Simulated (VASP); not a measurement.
# ZnO (P6_3mc) in VASP: further runs, part 2 of 2

VASP 6.6.1. The steps go on from the part before.

## (4) Electric field gradients, PBEsol

INCAR reads:

```
PREC     = Accurate       # precision mode
ENCUT    = 1000           # plane-wave cutoff, eV
EDIFF    = 1E-8           # SCF threshold, eV
ISMEAR   = -1             # smearing method
SIGMA    = 0.02           # smearing width, eV
LREAL    = False          # projectors in reciprocal space
LASPH    = True           # aspherical terms in the spheres
NELM     = 120            # most SCF steps
ALGO     = Normal         # electronic algorithm
ISIF     = 2              # what is computed and relaxed
LWAVE    = False          # write WAVECAR
LCHARG   = False          # write CHGCAR
GGA      = PS             # functional
LEFG     = True         
NBANDS   = 26             # bands
GGA_COMPAT= False
```

KPOINTS reads:

```
Automatic mesh
0
Gamma
  8 8 5
```

POSCAR reads:

```
ZnO
1.0
    3.2493080000      0.0000000000      0.0000000000
   -1.6246540000      2.8139832727      0.0000000000
    0.0000000000      0.0000000000      5.2057090000
Zn O
2 2
Direct
    0.3333333333      0.6666666667      0.5000000000
    0.6666666667      0.3333333333      0.0000000000
    0.6666666667      0.3333333333      0.3790100000
    0.3333333333      0.6666666667      0.8790100000
```

Potentials or basis: VASP PAW PBE potentials, release 64 (Zn, O_h).

Command:

```sh
cat potpaw_PBE.64/Zn/POTCAR potpaw_PBE.64/O_h/POTCAR > POTCAR
mpirun -np 1 vasp_std > vasp.out
```

OUTCAR:

```text
PREC = Accurate
   ENCUT = 1000
   EDIFF = 1E-8
   ISMEAR = -1
   LREAL = False
   LASPH = True
   NELM = 120
   ISIF = 2
   GGA = PS

 ion  position               nearest neighbor table
   1  0.333  0.667  0.500-   4 1.97   3 1.98   3 1.98   3 1.98
   2  0.667  0.333  0.000-   3 1.97   4 1.98   4 1.98   4 1.98
   3  0.667  0.333  0.379-   2 1.97   1 1.98   1 1.98   1 1.98
   4  0.333  0.667  0.879-   1 1.97   2 1.98   2 1.98   2 1.98

  LATTYP: Found a hexagonal cell.
 ALAT       =     3.2493080000
 C/A-ratio  =     1.6020977390

  Lattice vectors:

 A1 = (   3.2493080000,   0.0000000000,   0.0000000000)
 A2 = (  -1.6246540000,   2.8139832727,   0.0000000000)
 A3 = (   0.0000000000,   0.0000000000,   5.2057090000)

Analysis of symmetry for initial positions (statically):
=====================================================================
 Subroutine PRICEL returns:
 Original cell was already a primitive cell.

 Routine SETGRP: Setting up the symmetry group for a
 hexagonal supercell.

 Subroutine GETGRP returns: Found 12 space group operations
 (whereof  6 operations were pure point group operations)
 out of a pool of 24 trial point group operations.

The static configuration has the point symmetry C_3v.
 The point group associated with its full space group is C_6v.

Analysis of symmetry for dynamics (positions and initial velocities):
=====================================================================
 Subroutine PRICEL returns:
 Original cell was already a primitive cell.

 Routine SETGRP: Setting up the symmetry group for a
 hexagonal supercell.

 Subroutine GETGRP returns: Found 12 space group operations
 (whereof  6 operations were pure point group operations)
 out of a pool of 24 trial point group operations.

The dynamic configuration has the point symmetry C_3v.
 The point group associated with its full space group is C_6v.

 Subroutine INISYM returns: Found 12 space group operations
 (whereof  6 operations are pure point group operations),
 and found     1 'primitive' translations

----------------------------------------------------------------------------------------

                                     Primitive cell

  volume of cell :      47.5984

  direct lattice vectors                    reciprocal lattice vectors
     3.249308000  0.000000000  0.000000000     0.307757836  0.177684070  0.000000000
    -1.624654000  2.813983273  0.000000000     0.000000000  0.355368139  0.000000000
     0.000000000  0.000000000  5.205709000     0.000000000  0.000000000  0.192096792

  length of vectors
     3.249308000  3.249308000  5.205709000     0.355368139  0.355368139  0.192096792

  position of ions in fractional coordinates (direct lattice)
     0.333333333  0.666666667  0.500000000
     0.666666667  0.333333333  0.000000000
     0.666666667  0.333333333  0.379010000
     0.333333333  0.666666667  0.879010000

  ion indices of the primitive-cell ions
   primitive index   ion index
                 1           1
                 2           2
                 3           3
                 4           4

[... 81 lines left out ...]
   PSTRESS=    0.0 pullay stress
   NELECT =      36.0000    total number of electrons
   NUPDOWN=      -1.0000    fix difference up-down
   EMIN   =  10.00;   EMAX   =-10.00  energy-range for DOS
   EFERMI =   0.00;   METHOD = LEGACY
   ISMEAR =    -1;   SIGMA  =   0.02  broadening in eV -4-tet -1-fermi 0-gaus
   EFERMI_NEDOS =   21; number of points for ismear=-14 and -15
   IALGO  =     38    algorithm
   IMIX   =      4    mixing-type and parameters
     AMIX     =   0.40;   BMIX     =  1.00
     AMIX_MAG =   1.60;   BMIX_MAG =  1.00
  volume/ion in A,a.u.               =      11.90        80.30
  Fermi-wavevector in a.u.,A,eV,Ry     =   1.491574  2.818667 30.270160  2.224794
  Thomas-Fermi vector in A             =   2.604212
   LORBIT       =      0    0 simple, 1 ext, 2 COOP (PROOUT), +10 PAW based schemes
   GGA     = PS    functional components
   LHFCALC =     F    Hartree Fock is set to
   AEXX    =    0.0000 exact exchange contribution
   IVDW    =     0    specifies the selected vdW correction
   LEPSILON=     F    determine dielectric tensor
   LRPA    =     F    only Hartree local field effects (RPA)
 non-spin polarized calculation
  energy-cutoff  :     1000.00
  volume of cell :       47.60
 maximum number of plane-waves:      3459
 NGX is ok and might be reduce to    36
   NGX = 17   NGY = 17   NGZ = 27

 number of electron      36.0000000 magnetization

 Free energy of the ion-electron system (eV)
  ---------------------------------------------------
  ext. energy  EPLUGINS =         0.00000000
  ---------------------------------------------------
  free energy    TOTEN  =       -19.42368790 eV

  energy without entropy =      -19.42368790  energy(sigma->0) =      -19.42368790

 E-fermi :   1.7191     XC(G=0): -11.1895

 val. band max:        1.3675809913   @ k =   0.0000   0.0000   0.0000
 cond. band min:       2.0548565000   @ k =   0.0000   0.0000   0.0000
 fundamental gap:      0.6872755087
 Fermi energy:         1.7191374674

 k-point     1 :       0.0000    0.0000    0.0000
  band No.  band energies     occupation
      1     -16.6700      2.00000
      2     -15.9186      2.00000
      3      -4.3372      2.00000
      4      -4.3372      2.00000
      5      -4.3368      2.00000
      6      -4.2977      2.00000
[... 685 lines left out ...]
     25      14.7754      0.00000
     26      15.0209      0.00000

 [... further k-points ...]
[... 5 lines left out ...]
  --------------------------------------------------------------------------------------
  -------------------------------------------------------------------------------------
  Total       -0.2897756     -0.2897756      0.2168751      0.0000000     -0.0000000     -0.0000000
  in kB       -9.7539401     -9.7539401      7.3000863      0.0000000     -0.0000000     -0.0000000
  external PRESSURE =      -4.0692647 kB  Pullay stress =       0.0000000 kB

 VOLUME and BASIS-vectors are now :
 -----------------------------------------------------------------------------
  energy-cutoff  :     1000.00
  volume of cell :       47.60
      direct lattice vectors                 reciprocal lattice vectors
     3.249308000  0.000000000  0.000000000     0.307757836  0.177684070  0.000000000
    -1.624654000  2.813983273  0.000000000     0.000000000  0.355368139  0.000000000
     0.000000000  0.000000000  5.205709000     0.000000000  0.000000000  0.192096792

 POSITION                                       TOTAL-FORCE (eV/Angst)
 -----------------------------------------------------------------------------------
     -0.00000      1.87599      2.60285        -0.000000      0.000000     -0.064881
      1.62465      0.93799      0.00000         0.000000     -0.000000     -0.064881
      1.62465      0.93799      1.97302        -0.000000      0.000000      0.064881
     -0.00000      1.87599      4.57587         0.000000     -0.000000      0.064881
 -----------------------------------------------------------------------------------
    total drift:                                0.000000     -0.000000      0.000289

  FREE ENERGIE OF THE ION-ELECTRON SYSTEM (eV)
  ---------------------------------------------------
  free  energy   TOTEN  =       -19.4236878973 eV

  energy  without entropy=      -19.4236878971  energy(sigma->0) =      -19.42368790

 Electric field gradients (V/A^2)
---------------------------------------------------------------------
 ion       V_xx      V_yy      V_zz      V_xy      V_xz      V_yz
---------------------------------------------------------------------
   1      -0.420    -0.419     0.840     0.001    -0.000     0.000
   2      -0.420    -0.419     0.840     0.001     0.000    -0.000
   3       0.939     0.937    -1.876    -0.002    -0.000     0.000
   4       0.939     0.937    -1.876    -0.002     0.000    -0.000
---------------------------------------------------------------------

 Electric field gradients after diagonalization (V/A^2)
 (convention: |V_zz| > |V_xx| > |V_yy|)
----------------------------------------------------------------------
 ion       V_xx      V_yy      V_zz     asymmetry (V_yy - V_xx)/ V_zz
----------------------------------------------------------------------
   1      -0.421    -0.419     0.840       0.003
   2      -0.421    -0.419     0.840       0.003
   3       0.941     0.936    -1.876       0.003
   4       0.941     0.936    -1.876       0.003
----------------------------------------------------------------------

           NMR quadrupolar parameters

 Cq : quadrupolar parameter    Cq=e*Q*V_zz/h
 eta: asymmetry parameters     (V_yy - V_xx)/ V_zz
 Q  : nuclear electric quadrupole moment in mb (millibarn)
----------------------------------------------------------------------
 ion       Cq(MHz)       eta       Q (mb)
----------------------------------------------------------------------
   1       0.002       0.003       1.000
   2       0.002       0.003       1.000
   3      -0.005       0.003       1.000
   4      -0.005       0.003       1.000
----------------------------------------------------------------------
```

Run time: 2 min. Hardware: 1 thread of Intel Xeon Platinum 8259CL at 2.50GHz (Skylake/Cascade Lake), shared host; peak memory 0.29 GiB.

What came out:

* Free energy: -19.4237 eV
* Pressure: -0.4 GPa
* Largest force: 0.065 eV/Å
* Band gap on the k mesh: 0.69 eV
* Largest electric field gradient by atom: Zn +0.8; O -1.9 V/Å²

Forces on the atoms (eV/Å):
```
Zn   0.000  0.000 -0.065
Zn   0.000  0.000 -0.065
O    0.000  0.000  0.065
O    0.000  0.000  0.065
```

Stress tensor (GPa, compression positive):
```
-0.98  0.00  0.00
 0.00 -0.98  0.00
 0.00  0.00  0.73
```

Electric field gradients, principal values (V/Å²):
| atom | least | middle | greatest (by size) |
| --- | --- | --- | --- |
| 1 Zn | -0.419 | -0.421 | 0.840 |
| 2 Zn | -0.419 | -0.421 | 0.840 |
| 3 O | 0.936 | 0.941 | -1.876 |
| 4 O | 0.936 | 0.941 | -1.876 |

Caveat: semilocal functionals underestimate gaps, and a narrow one can read as zero; without QUAD_EFG the Cq values of the log hold for a quadrupole moment of 1 mb, not for the nuclei; the PAW data sets were made with another functional, which shifts forces and pressure a little.

## (5) Against experiment

Step 3. Against the measured gap of ZnO, 3.37 eV (quoted in “Electronic structure of alkaline earth and post-transition metal oxides”, 2009, arxiv:0908.1581), the calculated 0.69 eV is off by -2.68 eV. So large a miss can be the level of theory's own, or it may mean another phase, state or a wrong row. The value is that of PBEsol, without temperature or zero-point motion. Semilocal functionals fall short of measured gaps as a rule.

Step 4. Against the measured gap of ZnO, 3.37 eV (quoted in “Electronic structure of alkaline earth and post-transition metal oxides”, 2009, arxiv:0908.1581), the calculated 0.69 eV is off by -2.68 eV. So large a miss can be the level of theory's own, or it may mean another phase, state or a wrong row. The value is that of PBEsol, without temperature or zero-point motion. Semilocal functionals fall short of measured gaps as a rule.
